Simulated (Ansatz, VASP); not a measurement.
# Two plane-wave programs on Mg2Si3N3

```
CELL_PARAMETERS angstrom
3.26617 1.88572 3.15895
-3.26617 1.88572 3.15895
0.00000 -3.77145 3.15895
ATOMIC_POSITIONS crystal
Mg 0.63277 0.63277 0.63277
Mg 0.36723 0.36723 0.36723
Si 0.00000 0.00000 0.50000
Si 0.50000 0.00000 0.00000
Si 0.00000 0.50000 0.00000
N 0.50000 0.50000 0.00000
N 0.00000 0.50000 0.50000
N 0.50000 0.00000 0.50000
```

Alike in both runs: functional PBE; k mesh 4 × 4 × 4; occupations gaussian, width 0.2 eV; no spin polarisation.

Ansatz relaxed the structure, and its values are those at the end. VASP's run is a single point on that final structure, the one shown.

|  | VASP | Ansatz |
| --- | --- | --- |
| version | VASP 6.6.1 | Ansatz 0.2.0 |
| potentials or method | VASP PAW PBE potentials, release 64 (Mg, Si, N), cutoff 600 eV | scalar-relativistic, plane waves, PAW |
| valence electrons in the cell | 31 | 47 |

```tsv
	VASP	Ansatz	Ansatz less VASP
gap on the k mesh at the Fermi level (eV)	none	none	-
pressure (GPa)	0.2	0.2	-0.01
rms of the force components (eV/Å)	0.019	0.006	-0.0137
```

A gap of «none» marks a metal or a gap that the smearing closes. VASP's potentials hold 31 valence electrons a cell and Ansatz's 47, so a difference there can come from the potentials and not from the codes.
